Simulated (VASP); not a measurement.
# Si2W (I4/mmm) in VASP: notebook

Si2W is run at these levels: r2SCAN; tasks: single point.

All numbers are computed with VASP 6.6.1; they aren't measurements. Logs are shortened: lines on timing, memory, paths and dates and some standing lists are left out, and cuts for length are marked.

## Step 1: The cell of the first run

It takes space group I4/mmm (No. 139, tetragonal). The conventional cell has a = 3.066 Å, b = 3.066 Å, c = 7.536 Å, α = 90.00°, β = 90.00°, γ = 90.00°. Si (site symmetry 4mm) has 9 Si at 2.50 to 3.07 Å and 5 W at 2.51 Å within 3.3 Å. W (site symmetry 4/mmm) has 10 Si at 2.51 Å and 4 W at 3.07 Å within 3.3 Å.

## Step 2: Single point, r2SCAN (11.80 Å³/atom)

File POSCAR:

```
Si2W
1.0
   -1.5328987679      1.5328987679      3.7677524998
    1.5328987679     -1.5328987679      3.7677524998
    1.5328987679      1.5328987679     -3.7677524998
Si W
2 1
Direct
    0.3328699068      0.3328699068      0.0000000000
    0.6671300932      0.6671300932      0.0000000000
    0.0000000000      0.0000000000      0.0000000000
```

File INCAR.step1:

```
  PREC = Accurate
  ENCUT = 520
  ISMEAR = 0
  SIGMA = 0.1
  LREAL = False
  LASPH = True
  NELM = 60
  NBANDS = 18
  GGA = PE
  ALGO = Normal
  EDIFF = 1E-4
  LWAVE = True
  LCHARG = False
```

File INCAR.step2:

```
  PREC = Accurate
  ENCUT = 520
  EDIFF = 1E-6
  ISMEAR = 0
  SIGMA = 0.1
  LREAL = False
  LASPH = True
  NELM = 60
  ALGO = Normal
  ISIF = 2
  LWAVE = False
  LCHARG = False
  METAGGA = R2SCAN
  LMIXTAU = True
  NBANDS = 18
  ISTART = 1
```

File KPOINTS:

```
regular mesh
0
Gamma
  18 18 18
```

Potentials or basis: VASP PAW PBE potentials, release 64 (Si, W_sv).

Started as:

```sh
$ cat potpaw_PBE.64/Si/POTCAR potpaw_PBE.64/W_sv/POTCAR > POTCAR
$ cp INCAR.step1 INCAR
$ mpirun -np 1 vasp_std > vasp.out
$ cp INCAR.step2 INCAR
$ mpirun -np 1 vasp_std > vasp.out
```

OUTCAR:

```text
PREC = Accurate
   ENCUT = 520
   EDIFF = 1E-6
   ISMEAR = 0
   LREAL = False
   LASPH = True
   NELM = 60
   ISIF = 2
   METAGGA = R2SCAN
   ISTART = 1

 ion  position               nearest neighbor table
   1  0.333  0.333  0.000-   2 2.50   2 2.50   2 2.50   2 2.50   3 2.51   3 2.51   3 2.51   3 2.51
                             3 2.51   2 2.52
   2  0.667  0.667  0.000-   1 2.50   1 2.50   1 2.50   1 2.50   3 2.51   3 2.51   3 2.51   3 2.51
                             3 2.51   1 2.52
   3  0.000  0.000  0.000-   1 2.51   2 2.51   2 2.51   2 2.51   2 2.51   1 2.51   1 2.51   1 2.51
                             1 2.51   2 2.51

  LATTYP: Found a body centered tetragonal cell.
 ALAT       =     3.0657975358
 C/A-ratio  =     2.4579264976

  Lattice vectors:

 A1 = (  -1.5328987679,   1.5328987679,   3.7677524998)
 A2 = (   1.5328987679,  -1.5328987679,   3.7677524998)
 A3 = (   1.5328987679,   1.5328987679,  -3.7677524998)

Analysis of symmetry for initial positions (statically):
=====================================================================
 Subroutine PRICEL returns:
 Original cell was already a primitive cell.

 Routine SETGRP: Setting up the symmetry group for a
 body centered tetragonal supercell.

 Subroutine GETGRP returns: Found 16 space group operations
 (whereof 16 operations were pure point group operations)
 out of a pool of 16 trial point group operations.

The static configuration has the point symmetry D_4h.

Analysis of symmetry for dynamics (positions and initial velocities):
=====================================================================
 Subroutine PRICEL returns:
 Original cell was already a primitive cell.

 Routine SETGRP: Setting up the symmetry group for a
 body centered tetragonal supercell.

 Subroutine GETGRP returns: Found 16 space group operations
 (whereof 16 operations were pure point group operations)
 out of a pool of 16 trial point group operations.

The dynamic configuration has the point symmetry D_4h.

 Subroutine INISYM returns: Found 16 space group operations
 (whereof 16 operations are pure point group operations),
 and found     1 'primitive' translations

----------------------------------------------------------------------------------------

                                     Primitive cell

  volume of cell :      35.4135

  direct lattice vectors                    reciprocal lattice vectors
    -1.532898768  1.532898768  3.767752500     0.000000000  0.326179400  0.132705107
     1.532898768 -1.532898768  3.767752500     0.326179400  0.000000000  0.132705107
     1.532898768  1.532898768 -3.767752500     0.326179400  0.326179400  0.000000000

  length of vectors
     4.346897303  4.346897303  4.346897303     0.352141515  0.352141515  0.461287331

  position of ions in fractional coordinates (direct lattice)
     0.332869907  0.332869907  0.000000000
     0.667130093  0.667130093  0.000000000
     0.000000000  0.000000000  0.000000000

  ion indices of the primitive-cell ions
   primitive index   ion index
                 1           1
                 2           2
                 3           3

----------------------------------------------------------------------------------------

 KPOINTS: regular mesh

Automatic generation of k-mesh.
 Grid dimensions read from file:
 generate k-points for:   18   18   18

 Generating k-lattice:

  Cartesian coordinates                     Fractional coordinates (reciprocal lattice)
     0.000000000  0.018121078  0.007372506     0.055555556  0.000000000  0.000000000
     0.018121078  0.000000000  0.007372506     0.000000000  0.055555556  0.000000000
     0.018121078  0.018121078  0.000000000     0.000000000  0.000000000  0.055555556

  Length of vectors
     0.019563417  0.019563417  0.025627074

  Shift w.r.t. Gamma in fractional coordinates (k-lattice)
     0.000000000  0.000000000  0.000000000

 Subroutine IBZKPT returns following result:
 ===========================================

 Found    480 irreducible k-points:

 Following reciprocal coordinates:
            Coordinates               Weight
  0.000000  0.000000  0.000000      1.000000
  0.055556  0.000000  0.000000      8.000000
  0.111111  0.000000  0.000000      8.000000
  0.166667 -0.000000  0.000000      8.000000
  0.222222  0.000000  0.000000      8.000000
  0.277778  0.000000  0.000000      8.000000
[... 16 lines left out ...]
 -0.277778  0.055556  0.000000     16.000000
 -0.222222  0.055556  0.000000     16.000000
 [... further k-points ...]
   k-points           NKPTS =    480   k-points in BZ     NKDIM =    480   number of bands    NBANDS=     18
   number of dos      NEDOS =    301   number of ions     NIONS =      3
   total plane-waves  NPLWV =  32768
   dimension x,y,z NGX =    32 NGY =   32 NGZ =   32
   dimension x,y,z NGXF=    64 NGYF=   64 NGZF=   64
   ions per type =               2   1
   NGX,Y,Z   is equivalent  to a cutoff of  12.24, 12.24, 12.24 a.u.
   NGXF,Y,Z  is equivalent  to a cutoff of  24.48, 24.48, 24.48 a.u.
 SYSTEM =  unknown system
   PREC   = accura    normal or accurate (medium, high low for compatibility)
   ISTART =      1    job   : 0-new  1-cont  2-samecut
   ICHARG =      0    charge: 1-file 2-atom 10-const
   ISPIN  =      1    spin polarized calculation?
   LNONCOLLINEAR =      F non collinear calculations
   LSORBIT =      F    spin-orbit coupling
   LASPH  =      T    aspherical Exc in radial PAW
   ENCUT  =  520.0 eV  38.22 Ry    6.18 a.u.   8.08  8.08  8.08*2*pi/ulx,y,z
   NELM   =     60;   NELMIN=  2; NELMDL=  0     # of ELM steps
   EDIFF  = 0.1E-05   stopping-criterion for ELM
   LREAL  =      F    real-space projection
   EDIFFG = 0.1E-04   stopping-criterion for IOM
   NSW    =      0    number of steps for IOM
   IBRION =     -1    ionic relax: 0-MD 1-quasi-New 2-CG
   NFREE  =      0    steps in history (QN), initial steepest desc. (CG)
   ISIF   =      2    stress and relaxation
   ISYM   =      2    0-nonsym 1-usesym 2-fastsym
   POTIM  = 0.5000    time-step for ionic-motion
   TEBEG  =    0.0;   TEEND  =   0.0 temperature during run
   PSTRESS=    0.0 pullay stress
   NELECT =      22.0000    total number of electrons
   NUPDOWN=      -1.0000    fix difference up-down
   EMIN   =  10.00;   EMAX   =-10.00  energy-range for DOS
   EFERMI =   0.00;   METHOD = LEGACY
   ISMEAR =     0;   SIGMA  =   0.10  broadening in eV -4-tet -1-fermi 0-gaus
   EFERMI_NEDOS =   21; number of points for ismear=-14 and -15
   IALGO  =     38    algorithm
   IMIX   =      4    mixing-type and parameters
     AMIX     =   0.40;   BMIX     =  1.00
     AMIX_MAG =   1.60;   BMIX_MAG =  1.00
  volume/ion in A,a.u.               =      11.80        79.66
  Fermi-wavevector in a.u.,A,eV,Ry     =   1.396881  2.639722 26.548714  1.951275
  Thomas-Fermi vector in A             =   2.520191
   LORBIT       =      0    0 simple, 1 ext, 2 COOP (PROOUT), +10 PAW based schemes
   METAGGA = R2SCAN    functional components
   LHFCALC =     F    Hartree Fock is set to
   AEXX    =    0.0000 exact exchange contribution
   IVDW    =     0    specifies the selected vdW correction
   LEPSILON=     F    determine dielectric tensor
   LRPA    =     F    only Hartree local field effects (RPA)
 non-spin polarized calculation
 Gauss-broadening in eV      SIGMA  =   0.10
  energy-cutoff  :      520.00
  volume of cell :       35.41
 maximum number of plane-waves:       974
   NGX = 17   NGY = 17   NGZ = 17

 number of electron      22.0000000 magnetization

 Free energy of the ion-electron system (eV)
  ---------------------------------------------------
  ext. energy  EPLUGINS =         0.00000000
  ---------------------------------------------------
  free energy    TOTEN  =       -69.27667195 eV

  energy without entropy =      -69.27584351  energy(sigma->0) =      -69.27625773

 E-fermi :  13.9583     XC(G=0): -14.2245

 val. band max:       13.9275465052   @ k =  -0.3889   0.5000   0.3333
 cond. band min:      13.9797886454   @ k =  -0.4444   0.5000   0.2778
 fundamental gap:      0.0522421402
 Fermi energy:        13.9582540399

 k-point     1 :       0.0000    0.0000    0.0000
  band No.  band energies     occupation
      1     -61.5150      2.00000
      2     -25.3252      2.00000
      3     -25.1711      2.00000
      4     -25.1710      2.00000
      5      -2.1399      2.00000
      6       5.7639      2.00000
[... 10 lines left out ...]
     17      20.7844      0.00000
     18      20.7844      0.00000

 k-point     2 :       0.0556    0.0000    0.0000
  band No.  band energies     occupation
      1     -61.5145      2.00000
      2     -25.3243      2.00000
      3     -25.1837      2.00000
      4     -25.1699      2.00000
      5      -2.0690      2.00000
      6       5.7872      2.00000
[... 10 lines left out ...]
     17      20.7909      0.00000
     18      21.0295      0.00000

 k-point     3 :       0.1111    0.0000    0.0000
  band No.  band energies     occupation
      1     -61.5129      2.00000
      2     -25.3215      2.00000
      3     -25.2200      2.00000
      4     -25.1665      2.00000
      5      -1.8582      2.00000
      6       5.8473      2.00000
[... 10 lines left out ...]
     17      20.8731      0.00000
     18      21.6088      0.00000

 k-point     4 :       0.1667   -0.0000    0.0000
  band No.  band energies     occupation
      1     -61.5105      2.00000
      2     -25.3175      2.00000
      3     -25.2751      2.00000
      4     -25.1613      2.00000
      5      -1.5137      2.00000
      6       5.9070      2.00000
[... 10 lines left out ...]
     17      21.2728      0.00000
     18      22.3595      0.00000

 k-point     5 :       0.2222    0.0000    0.0000
  band No.  band energies     occupation
      1     -61.5076      2.00000
      2     -25.3428      2.00000
      3     -25.3116      2.00000
      4     -25.1549      2.00000
      5      -1.0452      2.00000
      6       5.8726      2.00000
[... 10 lines left out ...]
     17      22.0967      0.00000
     18      23.2268      0.00000

 k-point     6 :       0.2778    0.0000    0.0000
  band No.  band energies     occupation
      1     -61.5045      2.00000
      2     -25.4130      2.00000
      3     -25.3063      2.00000
      4     -25.1482      2.00000
      5      -0.4656      2.00000
      6       5.5877      2.00000
[... 10 lines left out ...]
     17      22.8193      0.00000
     18      23.8112      0.00000

 k-point     7 :       0.3333   -0.0000    0.0000
  band No.  band energies     occupation
      1     -61.5015      2.00000
      2     -25.4785      2.00000
      3     -25.3010      2.00000
      4     -25.1418      2.00000
      5       0.2085      2.00000
      6       5.0293      2.00000
[... 10 lines left out ...]
     17      22.5698      0.00000
     18      24.3010      0.00000

 k-point     8 :       0.3889    0.0000    0.0000
  band No.  band energies     occupation
      1     -61.4991      2.00000
      2     -25.5314      2.00000
      3     -25.2967      2.00000
      4     -25.1366      2.00000
      5       0.9553      2.00000
      6       4.3220      2.00000
[... 10 lines left out ...]
     17      22.2014      0.00000
     18      23.2871      0.00000
[... 229 lines left out ...]
     17      22.0982      0.00000
     18      22.3102      0.00000

 k-point    20 :      -0.4444    0.0556    0.0000
  band No.  band energies     occupation
      1     -61.4971      2.00000
      2     -25.5637      2.00000
      3     -25.2920      2.00000
      4     -25.1450      2.00000
      5       1.6942      2.00000
      6       3.6489      2.00000
[... 10 lines left out ...]
     17      22.1256      0.00000
     18      22.9570      0.00000

 k-point    21 :      -0.3889    0.0556    0.0000
  band No.  band energies     occupation
      1     -61.4986      2.00000
      2     -25.5295      2.00000
      3     -25.2944      2.00000
      4     -25.1484      2.00000
      5       0.9072      2.00000
      6       4.4193      2.00000
[... 10 lines left out ...]
     17      22.3020      0.00000
     18      23.9870      0.00000

 k-point    22 :      -0.3333    0.0556   -0.0000
  band No.  band energies     occupation
      1     -61.5010      2.00000
      2     -25.4766      2.00000
      3     -25.2983      2.00000
      4     -25.1537      2.00000
      5       0.1666      2.00000
      6       5.1614      2.00000
[... 10 lines left out ...]
     17      22.5954      0.00000
     18      23.6307      0.00000

 k-point    23 :      -0.2778    0.0556    0.0000
  band No.  band energies     occupation
      1     -61.5040      2.00000
      2     -25.4113      2.00000
      3     -25.3035      2.00000
      4     -25.1602      2.00000
      5      -0.4949      2.00000
      6       5.8048      2.00000
[... 10 lines left out ...]
     17      22.5840      0.00000
     18      23.1469      0.00000

 k-point    24 :      -0.2222    0.0556    0.0000
  band No.  band energies     occupation
      1     -61.5071      2.00000
      2     -25.3410      2.00000
      3     -25.3090      2.00000
      4     -25.1671      2.00000
      5      -1.0577      2.00000
      6       6.1486      2.00000
[... 10 lines left out ...]
     17      21.6849      0.00000
     18      23.2841      0.00000

 [... further k-points ...]

------------------------ aborting loop because EDIFF is reached ----------------------------------------

  FORCE on cell =-STRESS in cart. coord.  units (eV):
  Direction    XX          YY          ZZ          XY          YZ          ZX
  --------------------------------------------------------------------------------------
  -------------------------------------------------------------------------------------
  Total        8.7928240      8.7928240      8.7072189      0.0000000      0.0000000     -0.0000000
  in kB      397.8044662    397.8044662    393.9315264      0.0000000      0.0000000     -0.0000000
  external PRESSURE =     396.5134863 kB  Pullay stress =       0.0000000 kB

 VOLUME and BASIS-vectors are now :
 -----------------------------------------------------------------------------
  energy-cutoff  :      520.00
  volume of cell :       35.41
      direct lattice vectors                 reciprocal lattice vectors
    -1.532898768  1.532898768  3.767752500     0.000000000  0.326179400  0.132705107
     1.532898768 -1.532898768  3.767752500     0.326179400  0.000000000  0.132705107
     1.532898768  1.532898768 -3.767752500     0.326179400  0.326179400  0.000000000

 POSITION                                       TOTAL-FORCE (eV/Angst)
 -----------------------------------------------------------------------------------
      0.00000      0.00000      2.50834        -0.000000     -0.000000     -0.012754
      0.00000      0.00000      5.02716         0.000000      0.000000      0.012754
      0.00000      0.00000      0.00000        -0.000000     -0.000000      0.000000
 -----------------------------------------------------------------------------------
    total drift:                                0.000000     -0.000000     -0.000000

  FREE ENERGIE OF THE ION-ELECTRON SYSTEM (eV)
  ---------------------------------------------------
  free  energy   TOTEN  =       -69.2766719542 eV

  energy  without entropy=      -69.2758435097  energy(sigma->0) =      -69.27625773
```

Wall time 6.7 min (1 thread of Intel Xeon 6975P-C (Granite Rapids), shared host); peak memory 0.41 GiB.

Results:

```yaml
Free_energy: -69.2767 eV
Pressure: 39.7 GPa
Largest_force: 0.013 eV/Å
Band_gap_on_the_k_mesh: zero (bands 11 and 12 overlap by 1.68 eV)
```

Forces in eV/Å, atoms in the order of the input:
```
Si   0.000  0.000 -0.013
Si   0.000  0.000  0.013
W    0.000  0.000  0.000
```

Caveat: the cell stands under pressure; the PAW data sets were made with another functional, which shifts forces and pressure a little; spin-orbit coupling is left out, which moves the levels of the heavy elements.

[end of part 1 of 2]
